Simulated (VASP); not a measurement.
# Re (P6_3/mmc) in VASP: further runs

The runs below take Re through single point, with PBEsol.

Everything below comes from runs of VASP 6.6.1. Logs are shortened: lines on timing, memory, paths and dates and some standing lists are left out, and cuts for length are marked.

### 1 The cell of the first run

The structure is hexagonal, space group P6_3/mmc (No. 194). The conventional cell has a = 2.796 Å, b = 2.796 Å, c = 4.799 Å, α = 90.00°, β = 90.00°, γ = 120.00°. Re (site symmetry -6m2) has 12 Re at 2.80 to 2.89 Å within 3.7 Å.

### 2 Single point, PBEsol

The input, INCAR:

```
SYSTEM = Re
PREC = Accurate ; ENCUT = 520
EDIFF = 1E-6 ; ISMEAR = 0
SIGMA = 0.15 ; LREAL = .FALSE.
LASPH = .TRUE. ; NELM = 60
ALGO = Fast ; ISIF = 2
LWAVE = .FALSE. ; LCHARG = .FALSE.
GGA = PS ; NBANDS = 14
```

The input, KPOINTS:

```
regular mesh
0
G
  18 18 10
  0 0 0
```

The input, POSCAR:

```
Re
1.0
    2.7961000000      0.0000000000      0.0000000000
   -1.3980500000      2.4214936315      0.0000000000
    0.0000000000      0.0000000000      4.7988000000
Re
2
Direct
    0.3333333333      0.6666666667      0.2500000000
    0.6666666667      0.3333333333      0.7500000000
```

Potentials or basis: VASP PAW PBE potentials, release 64 (Re).

Command:

```
> cat potpaw_PBE.64/Re/POTCAR > POTCAR
> mpirun -np 1 vasp_std > vasp.out
```

OUTCAR:

```text
SYSTEM = Re
   PREC = Accurate
   ENCUT = 520
   EDIFF = 1E-6
   ISMEAR = 0
   LREAL = .FALSE.
   LASPH = .TRUE.
   NELM = 60
   ISIF = 2
   GGA = PS

 ion  position               nearest neighbor table
   1  0.333  0.667  0.250-   2 2.89   2 2.89   2 2.89   2 2.89   2 2.89   2 2.89
   2  0.667  0.333  0.750-   1 2.89   1 2.89   1 2.89   1 2.89   1 2.89   1 2.89

  LATTYP: Found a hexagonal cell.
 ALAT       =     2.7961000000
 C/A-ratio  =     1.7162476306

  Lattice vectors:

 A1 = (   2.7961000000,   0.0000000000,   0.0000000000)
 A2 = (  -1.3980500000,   2.4214936315,   0.0000000000)
 A3 = (   0.0000000000,   0.0000000000,   4.7988000000)

Analysis of symmetry for initial positions (statically):
=====================================================================
 Subroutine PRICEL returns:
 Original cell was already a primitive cell.

 Routine SETGRP: Setting up the symmetry group for a
 hexagonal supercell.

 Subroutine GETGRP returns: Found 24 space group operations
 (whereof 12 operations were pure point group operations)
 out of a pool of 24 trial point group operations.

The static configuration has the point symmetry D_3d.
 The point group associated with its full space group is D_6h.

Analysis of symmetry for dynamics (positions and initial velocities):
=====================================================================
 Subroutine PRICEL returns:
 Original cell was already a primitive cell.

 Routine SETGRP: Setting up the symmetry group for a
 hexagonal supercell.

 Subroutine GETGRP returns: Found 24 space group operations
 (whereof 12 operations were pure point group operations)
 out of a pool of 24 trial point group operations.

The dynamic configuration has the point symmetry D_3d.
 The point group associated with its full space group is D_6h.

 Subroutine INISYM returns: Found 24 space group operations
 (whereof 12 operations are pure point group operations),
 and found     1 'primitive' translations

----------------------------------------------------------------------------------------

                                     Primitive cell

  volume of cell :      32.4914

  direct lattice vectors                    reciprocal lattice vectors
     2.796100000  0.000000000  0.000000000     0.357641000  0.206484128  0.000000000
    -1.398050000  2.421493632  0.000000000     0.000000000  0.412968255  0.000000000
     0.000000000  0.000000000  4.798800000     0.000000000  0.000000000  0.208385430

  length of vectors
     2.796100000  2.796100000  4.798800000     0.412968255  0.412968255  0.208385430

  position of ions in fractional coordinates (direct lattice)
     0.333333333  0.666666667  0.250000000
     0.666666667  0.333333333  0.750000000

  ion indices of the primitive-cell ions
   primitive index   ion index
                 1           1
                 2           2

----------------------------------------------------------------------------------------

 KPOINTS: regular mesh

Automatic generation of k-mesh.
 Grid dimensions read from file:
 generate k-points for:   18   18   10

 Generating k-lattice:

  Cartesian coordinates                     Fractional coordinates (reciprocal lattice)
     0.019868944  0.011471340  0.000000000     0.055555556  0.000000000  0.000000000
     0.000000000  0.022942681  0.000000000     0.000000000  0.055555556  0.000000000
     0.000000000  0.000000000  0.020838543     0.000000000  0.000000000  0.100000000

  Length of vectors
     0.022942681  0.022942681  0.020838543

  Shift w.r.t. Gamma in fractional coordinates (k-lattice)
     0.000000000  0.000000000  0.000000000

 Subroutine IBZKPT returns following result:
 ===========================================

 Found    222 irreducible k-points:

 Following reciprocal coordinates:
            Coordinates               Weight
  0.000000  0.000000  0.000000      1.000000
  0.055556  0.000000  0.000000      6.000000
  0.111111  0.000000  0.000000      6.000000
  0.166667 -0.000000  0.000000      6.000000
  0.222222  0.000000  0.000000      6.000000
  0.277778 -0.000000  0.000000      6.000000
[... 16 lines left out ...]
  0.333333  0.111111  0.000000     12.000000
  0.388889  0.111111  0.000000     12.000000
 [... further k-points ...]
   k-points           NKPTS =    222   k-points in BZ     NKDIM =    222   number of bands    NBANDS=     14
   number of dos      NEDOS =    301   number of ions     NIONS =      2
   total plane-waves  NPLWV =  20736
   dimension x,y,z NGX =    24 NGY =   24 NGZ =   36
   dimension x,y,z NGXF=    48 NGYF=   48 NGZF=   72
   ions per type =               2
   NGX,Y,Z   is equivalent  to a cutoff of  14.27, 14.27, 12.47 a.u.
   NGXF,Y,Z  is equivalent  to a cutoff of  28.54, 28.54, 24.94 a.u.
 SYSTEM =  Re
   PREC   = accura    normal or accurate (medium, high low for compatibility)
   ISTART =      0    job   : 0-new  1-cont  2-samecut
   ICHARG =      2    charge: 1-file 2-atom 10-const
   ISPIN  =      1    spin polarized calculation?
   LNONCOLLINEAR =      F non collinear calculations
   LSORBIT =      F    spin-orbit coupling
   LASPH  =      T    aspherical Exc in radial PAW
   ENCUT  =  520.0 eV  38.22 Ry    6.18 a.u.   5.20  5.20  8.92*2*pi/ulx,y,z
   NELM   =     60;   NELMIN=  2; NELMDL= -5     # of ELM steps
   EDIFF  = 0.1E-05   stopping-criterion for ELM
   LREAL  =      F    real-space projection
   EDIFFG = 0.1E-04   stopping-criterion for IOM
   NSW    =      0    number of steps for IOM
   IBRION =     -1    ionic relax: 0-MD 1-quasi-New 2-CG
   NFREE  =      0    steps in history (QN), initial steepest desc. (CG)
   ISIF   =      2    stress and relaxation
   ISYM   =      2    0-nonsym 1-usesym 2-fastsym
   POTIM  = 0.5000    time-step for ionic-motion
   TEBEG  =    0.0;   TEEND  =   0.0 temperature during run
   PSTRESS=    0.0 pullay stress
   NELECT =      14.0000    total number of electrons
   NUPDOWN=      -1.0000    fix difference up-down
   EMIN   =  10.00;   EMAX   =-10.00  energy-range for DOS
   EFERMI =   0.00;   METHOD = LEGACY
   ISMEAR =     0;   SIGMA  =   0.15  broadening in eV -4-tet -1-fermi 0-gaus
   EFERMI_NEDOS =   21; number of points for ismear=-14 and -15
   IALGO  =     68    algorithm
   IMIX   =      4    mixing-type and parameters
     AMIX     =   0.40;   BMIX     =  1.00
     AMIX_MAG =   1.60;   BMIX_MAG =  1.00
  volume/ion in A,a.u.               =      16.25       109.63
  Fermi-wavevector in a.u.,A,eV,Ry     =   1.236501  2.336649 20.802434  1.528936
  Thomas-Fermi vector in A             =   2.371107
   LORBIT       =      0    0 simple, 1 ext, 2 COOP (PROOUT), +10 PAW based schemes
   GGA     = PS    functional components
   LHFCALC =     F    Hartree Fock is set to
   AEXX    =    0.0000 exact exchange contribution
   IVDW    =     0    specifies the selected vdW correction
   LEPSILON=     F    determine dielectric tensor
   LRPA    =     F    only Hartree local field effects (RPA)
 non-spin polarized calculation
 RMM-DIIS sequential band-by-band and
 Gauss-broadening in eV      SIGMA  =   0.15
  energy-cutoff  :      520.00
  volume of cell :       32.49
 maximum number of plane-waves:       890
 NGX is ok and might be reduce to    24
   NGX = 11   NGY = 11   NGZ = 17

 number of electron      13.9999999 magnetization

 Free energy of the ion-electron system (eV)
  ---------------------------------------------------
  ext. energy  EPLUGINS =         0.00000000
  ---------------------------------------------------
  free energy    TOTEN  =       -26.26142822 eV

  energy without entropy =      -26.23981475  energy(sigma->0) =      -26.25062148

 E-fermi :   6.6378     XC(G=0): -13.2820

 val. band max:        6.6377139025   @ k =   0.2222   0.0000   0.1000
 cond. band min:       6.6472751248   @ k =   0.3889   0.1667   0.3000
 fundamental gap:      0.0095612224
 Fermi energy:         6.6378204973

 k-point     1 :       0.0000    0.0000    0.0000
  band No.  band energies     occupation
      1      -2.6661      2.00000
      2       0.4553      2.00000
      3       4.5554      2.00000
      4       5.2914      2.00000
      5       5.2914      2.00000
      6       5.8613      2.00000
      7       5.8613      2.00000
      8       6.4205      1.95955
      9       7.2075      0.00000
     10       7.2075      0.00000
     11       9.4957      0.00000
     12       9.4957      0.00000
     13      14.5318      0.00000
     14      20.9354      0.00000

 k-point     2 :       0.0556    0.0000    0.0000
  band No.  band energies     occupation
      1      -2.5467      2.00000
      2       0.5755      2.00000
      3       4.5380      2.00000
      4       5.2715      2.00000
      5       5.4001      2.00000
      6       5.7716      2.00000
      7       5.9656      2.00000
      8       6.0952      2.00000
      9       7.0775      0.00003
     10       7.1215      0.00001
     11       9.5389      0.00000
     12       9.9290      0.00000
     13      14.5102      0.00000
     14      21.1811      0.00000

 k-point     3 :       0.1111    0.0000    0.0000
  band No.  band energies     occupation
      1      -2.1982      2.00000
      2       0.9162      2.00000
      3       4.4064      2.00000
      4       5.2842      2.00000
      5       5.3718      2.00000
      6       5.5845      2.00000
      7       5.7220      2.00000
      8       6.2737      1.99940
      9       6.8052      0.11454
     10       6.8949      0.01535
     11       9.6422      0.00000
     12      10.8767      0.00000
     13      14.4364      0.00000
     14      21.8618      0.00000

 k-point     4 :       0.1667   -0.0000    0.0000
  band No.  band energies     occupation
      1      -1.6511      2.00000
      2       1.4010      2.00000
      3       4.1556      2.00000
      4       4.5663      2.00000
      5       5.0742      2.00000
      6       5.7656      2.00000
      7       6.2447      1.99979
      8       6.4559      1.91373
      9       6.5914      1.33870
     10       6.7712      0.20846
     11       9.7576      0.00000
     12      12.0010      0.00000
     13      14.2999      0.00000
     14      22.5000      0.00000

 k-point     5 :       0.2222    0.0000    0.0000
  band No.  band energies     occupation
      1      -0.9613      2.00000
      2       1.8380      2.00000
      3       3.8067      2.00000
      4       4.0123      2.00000
      5       4.7603      2.00000
      6       6.0735      2.00000
      7       6.2666      1.99954
      8       6.2975      1.99867
      9       6.9454      0.00374
     10       7.4316      0.00000
     11       9.8528      0.00000
[... 276 lines left out ...]
 k-point    22 :       0.2778    0.1111    0.0000
  band No.  band energies     occupation
      1       0.7928      2.00000
      2       2.1776      2.00000
      3       2.6095      2.00000
      4       3.9287      2.00000
      5       4.9695      2.00000
      6       5.0097      2.00000
      7       5.8468      2.00000
      8       7.3925      0.00000
      9       9.0510      0.00000
     10       9.6781      0.00000
     11       9.8817      0.00000
     12      14.1276      0.00000
     13      15.9558      0.00000
     14      17.7496      0.00000

 k-point    23 :       0.3333    0.1111    0.0000
  band No.  band energies     occupation
      1       1.2838      2.00000
      2       1.9405      2.00000
      3       2.2584      2.00000
      4       4.2282      2.00000
      5       4.8626      2.00000
      6       5.4414      2.00000
      7       5.5056      2.00000
      8       8.3109      0.00000
      9       9.6642      0.00000
     10       9.6736      0.00000
     11      10.8755      0.00000
     12      14.6184      0.00000
     13      15.9647      0.00000
     14      16.9037      0.00000

 k-point    24 :       0.3889    0.1111    0.0000
  band No.  band energies     occupation
      1       1.5315      2.00000
      2       1.7654      2.00000
      3       2.0419      2.00000
      4       4.6071      2.00000
      5       4.8588      2.00000
      6       5.2276      2.00000
      7       5.6969      2.00000
      8       9.2462      0.00000
      9       9.6517      0.00000
     10      10.0259      0.00000
     11      11.7742      0.00000
     12      14.3614      0.00000
     13      15.5114      0.00000
     14      17.3889      0.00000

 [... further k-points ...]

------------------------ aborting loop because EDIFF is reached ----------------------------------------

  FORCE on cell =-STRESS in cart. coord.  units (eV):
  Direction    XX          YY          ZZ          XY          YZ          ZX
  --------------------------------------------------------------------------------------
  -------------------------------------------------------------------------------------
  Total       -5.3207171     -5.3207171     -9.4861128      0.0000000     -0.0000000      0.0000000
  in kB     -262.3687277   -262.3687277   -467.7676539      0.0000000     -0.0000000      0.0000000
  external PRESSURE =    -330.8350364 kB  Pullay stress =       0.0000000 kB

 VOLUME and BASIS-vectors are now :
 -----------------------------------------------------------------------------
  energy-cutoff  :      520.00
  volume of cell :       32.49
      direct lattice vectors                 reciprocal lattice vectors
     2.796100000  0.000000000  0.000000000     0.357641000  0.206484128  0.000000000
    -1.398050000  2.421493632  0.000000000     0.000000000  0.412968255  0.000000000
     0.000000000  0.000000000  4.798800000     0.000000000  0.000000000  0.208385430

 POSITION                                       TOTAL-FORCE (eV/Angst)
 -----------------------------------------------------------------------------------
     -0.00000      1.61433      1.19970        -0.000000      0.000000      0.000000
      1.39805      0.80716      3.59910         0.000000     -0.000000      0.000000
 -----------------------------------------------------------------------------------
    total drift:                               -0.000000      0.000000     -0.000000

  FREE ENERGIE OF THE ION-ELECTRON SYSTEM (eV)
  ---------------------------------------------------
  free  energy   TOTEN  =       -26.2614282212 eV

  energy  without entropy=      -26.2398147486  energy(sigma->0) =      -26.25062148
```

Wall time 38 s (1 thread of Intel Xeon 6975P-C (Granite Rapids), shared host); peak memory 0.21 GiB.

Results:

```yaml
Free_energy: -26.2614 eV
Pressure: -33.1 GPa
Band_gap_on_the_k_mesh: zero (bands 7 and 8 overlap by 2.56 eV)
```

Stress tensor (GPa, compression positive):
```
-26.24   0.00   0.00
  0.00 -26.24   0.00
  0.00   0.00 -46.78
```

Caveat: the cell stands under tension; the PAW data sets were made with another functional, which shifts forces and pressure a little; spin-orbit coupling is left out, which moves the levels of the heavy elements.

### 3 Single point, PBEsol

This run uses another cell than the first one, of 16.16 Å³/atom.

The input, INCAR:

```
SYSTEM = Re
PREC = Accurate
ENCUT = 520
EDIFF = 1E-6
ISMEAR = 0
SIGMA = 0.15
LREAL = .FALSE.
LASPH = .TRUE.
NELM = 80
ALGO = Normal
ISIF = 2
LWAVE = .FALSE.
LCHARG = .FALSE.
GGA = PS
NBANDS = 14
```

KPOINTS is that of step 2.

The input, POSCAR:

```
Re
1.0
    2.8420000000      0.0000000000      0.0000000000
   -1.4210000000      2.4612441976      0.0000000000
    0.0000000000      0.0000000000      4.6210000000
Re
2
Direct
    0.3333333333      0.6666666667      0.2500000000
    0.6666666667      0.3333333333      0.7500000000
```

Potentials or basis: VASP PAW PBE potentials, release 64 (Re).

Command:

```
> cat potpaw_PBE.64/Re/POTCAR > POTCAR
> mpirun -np 1 vasp_std > vasp.out
```

OUTCAR:

```text
SYSTEM = Re
   PREC = Accurate
   ENCUT = 520
   EDIFF = 1E-6
   ISMEAR = 0
   LREAL = .FALSE.
   LASPH = .TRUE.
   NELM = 80
   ISIF = 2
   GGA = PS

 ion  position               nearest neighbor table
   1  0.333  0.667  0.250-   2 2.83   2 2.83   2 2.83   2 2.83   2 2.83   2 2.83
   2  0.667  0.333  0.750-   1 2.83   1 2.83   1 2.83   1 2.83   1 2.83   1 2.83

  LATTYP: Found a hexagonal cell.
 ALAT       =     2.8420000000
 C/A-ratio  =     1.6259676284

  Lattice vectors:

[... 599 lines left out ...]

  FORCE on cell =-STRESS in cart. coord.  units (eV):
  Direction    XX          YY          ZZ          XY          YZ          ZX
  --------------------------------------------------------------------------------------
  -------------------------------------------------------------------------------------
  Total       -6.4908999     -6.4908999     -7.0336353     -0.0000000      0.0000000      0.0000000
  in kB     -321.7368040   -321.7368040   -348.6387684     -0.0000000      0.0000000      0.0000000
  external PRESSURE =    -330.7041255 kB  Pullay stress =       0.0000000 kB

 VOLUME and BASIS-vectors are now :
 -----------------------------------------------------------------------------
  energy-cutoff  :      520.00
  volume of cell :       32.32
      direct lattice vectors                 reciprocal lattice vectors
     2.842000000  0.000000000  0.000000000     0.351864884  0.203149285  0.000000000
    -1.421000000  2.461244198  0.000000000     0.000000000  0.406298571  0.000000000
     0.000000000  0.000000000  4.621000000     0.000000000  0.000000000  0.216403376

 POSITION                                       TOTAL-FORCE (eV/Angst)
 -----------------------------------------------------------------------------------
     -0.00000      1.64083      1.15525         0.000000      0.000000      0.000000
      1.42100      0.82041      3.46575        -0.000000      0.000000      0.000000
 -----------------------------------------------------------------------------------
    total drift:                               -0.000000      0.000000     -0.000000

  FREE ENERGIE OF THE ION-ELECTRON SYSTEM (eV)
  ---------------------------------------------------
  free  energy   TOTEN  =       -26.3814358614 eV

  energy  without entropy=      -26.3610730032  energy(sigma->0) =      -26.37125443
```

stdout:

```text
POSCAR found type information on POSCAR Re
 POSCAR found :  1 types and       2 ions
 scaLAPACK will be used
 -----------------------------------------------------------------------------
|                                                                             |
|                                                                             |
|     You enforced a specific xc type in the INCAR file but a different       |
|     I HOPE YOU KNOW WHAT YOU ARE DOING!                                     |
|                                                                             |
 -----------------------------------------------------------------------------

 LDA part: xc-table for (Slater+PW92), standard interpolation
 POSCAR, INCAR and KPOINTS ok, starting setup
 FFT: planning ... GRIDC
 FFT: planning ... GRID_SOFT
 FFT: planning ... GRID
 WAVECAR not read
 entering main loop
```

Wall time 32 s (1 thread of Intel Xeon 6975P-C (Granite Rapids), shared host); peak memory 0.22 GiB.

Results:

```
Free energy            : -26.3814 eV
Pressure               : -33.1 GPa
Band gap on the k mesh : zero (bands 7 and 8 overlap by 2.68 eV)
```

Caveat: the cell stands under tension; the PAW data sets were made with another functional, which shifts forces and pressure a little; spin-orbit coupling is left out, which moves the levels of the heavy elements.

(Part 1 of 2 ends here.)
